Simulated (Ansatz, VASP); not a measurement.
Pb in VASP and in Ansatz

```xyz
2
Lattice="0.0000 3.4467 3.4467 3.4467 0.0000 3.4467 3.4467 3.4467 0.0000" Properties=species:S:1:pos:R:3 pbc="T T T"
Pb    0.8617    0.8617    0.8617
Pb    6.0318    6.0318    6.0318
```

Alike in both runs: task relaxation of cell and atoms; functional r2SCAN; k mesh 8 × 8 × 8; occupations fermi-dirac, width 0.1 eV; no spin polarisation.

|  | VASP | Ansatz |
| --- | --- | --- |
| version | VASP 6.6.1 | Ansatz 0.2.0 |
| potentials or method | VASP PAW PBE potentials, release 64 (Pb_d), cutoff 600 eV | plane waves (500 eV) with PAW, scalar-relativistic |
| valence electrons in the cell | 28 | 28 |

```tsv
	VASP	Ansatz	Ansatz less VASP
relaxed volume (Å³/atom)	42.04	42.02	-0.021
relaxed length of the cell vector where the two differ most in proportion (Å)	4.917	4.917	-0.0008
```

VASP's potentials were made for PBE, not for r2SCAN.

Spin-orbit coupling is off throughout.
